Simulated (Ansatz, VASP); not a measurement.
# Two plane-wave programs on SbO4

```
Sb O
1.0
    -1.96765    1.96765    4.48203
     1.96765   -1.96765    4.48203
     1.96765    1.96765   -4.48203
Sb O
1 4
Cartesian
  0.0000 0.0000 0.0000
  0.0000 0.0000 6.9865
  0.0000 1.9677 0.0000
  1.9677 0.0000 0.0000
  0.0000 0.0000 1.9775
```

Change from the starting cell: species swapped into the SnF4 type (I4/mmm, No. 139).

Alike in both runs: functional PBE; k mesh 6 × 6 × 6; occupations gaussian, width 0.1 eV; no spin polarisation.

Ansatz relaxed the structure, and its values are those at the end. VASP's run is a single point on that final structure, the one shown.

```csv
,VASP,Ansatz
version,VASP 6.6.1,Ansatz 0.2.0
potentials or method,"VASP PAW PBE potentials, release 64 (Sb, O), cutoff 520 eV","scalar-relativistic, plane waves, PAW"
valence electrons in the cell,29,39
```

|  | VASP | Ansatz | Ansatz less VASP |
| --- | --- | --- | --- |
| gap on the k mesh at the Fermi level (eV) | none | none | - |
| pressure (GPa) | 0.2 | 0.1 | -0.07 |
| rms of the force components (eV/Å) | 0.019 | 0.002 | -0.0170 |

A gap of «none» marks a metal or a gap that the smearing closes. VASP's potentials hold 29 valence electrons a cell and Ansatz's 39, so a difference there can come from the potentials and not from the codes.

The k mesh is coarse, so the values compare programs but aren't converged. Neither program's run includes spin-orbit coupling.
